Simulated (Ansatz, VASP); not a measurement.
Mg5ZrN2 in VASP and in Ansatz

```
Mg Zr N
1.0
     7.43536    0.00000    0.00000
     0.00000    7.43536    0.00000
     0.00000    0.00000    2.89054
Mg Zr N
5 1 2
Direct
  0.25522 0.25522 0.00000
  0.74478 0.74478 0.00000
  0.25522 0.74478 0.00000
  0.74478 0.25522 0.00000
  0.50000 0.50000 0.00000
  0.00000 0.00000 0.00000
  0.00000 0.50000 0.00332
  0.50000 0.00000 0.99668
```

Alike in both runs: functional PBE; k mesh 3 × 3 × 4; occupations gaussian, width 0.2 eV; no spin polarisation.

Ansatz relaxed the structure, and its values are those at the end. VASP's run is a single point on that final structure, the one shown.

|  | VASP | Ansatz |
| --- | --- | --- |
| version | VASP 6.6.1 | Ansatz 0.2.0 |
| potentials or method | VASP PAW PBE potentials, release 64 (Mg, Zr_sv, N), cutoff 600 eV | scalar-relativistic, plane waves, PAW |
| valence electrons in the cell | 32 | 72 |

|  | VASP | Ansatz | Ansatz less VASP |
| --- | --- | --- | --- |
| gap on the k mesh at the Fermi level (eV) | none | none | - |
| pressure (GPa) | 0.3 | 0.4 | +0.08 |
| rms of the force components (eV/Å) | 0.032 | 0.035 | +0.0029 |

A gap of «none» marks a metal or a gap that the smearing closes. The functional is the same, so the differences come from potentials, cutoffs and numerics. VASP's potentials hold 32 valence electrons a cell and Ansatz's 72, so a difference there can come from the potentials and not from the codes.

The k mesh is coarse, so the values compare programs but aren't converged.
